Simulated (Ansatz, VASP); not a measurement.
Two plane-wave programs on CdS

```
Cd S
1.0
     4.31724    0.00000    0.00000
    -2.15862    3.73884    0.00000
     0.00000    0.00000    5.88055
Cd S
1 1
Direct
  0.00000 0.00000 0.44269
  0.66667 0.33333 0.43431
```

Alike in both runs: task single point; functional HSE06; k mesh 4 × 4 × 4; occupations fermi-dirac, width 0.05 eV; no spin polarisation.

|  | VASP | Ansatz |
| --- | --- | --- |
| version | VASP 6.6.1 | Ansatz 0.2.0 |
| potentials or method | VASP PAW PBE potentials, release 64 (Cd, S) | Ansatz PAW |
| plane-wave cutoff (eV) | 520 | 420 |
| valence electrons in the cell | 18 | 26 |

|  | VASP | Ansatz | Ansatz less VASP |
| --- | --- | --- | --- |
| gap on the k mesh at the Fermi level (eV) | 2.40 | 2.40 | 0.000 |
| least direct gap on the mesh (eV) | 2.41 | 2.41 | 0.000 |
| pressure (GPa) | -1.6 | -1.7 | -0.14 |
| traceless stress, the component that is largest in VASP (GPa) | 1.59 | 1.74 | +0.147 |
| rms of the force components (eV/Å) | 0.014 | 0.016 | +0.0014 |

Atom by atom the forces differ by 0.001 eV/Å (rms over components). VASP's potentials hold 18 valence electrons a cell and Ansatz's 26, so a difference there can come from the potentials and not from the codes.

The k mesh is coarse, so the values compare programs but aren't converged.
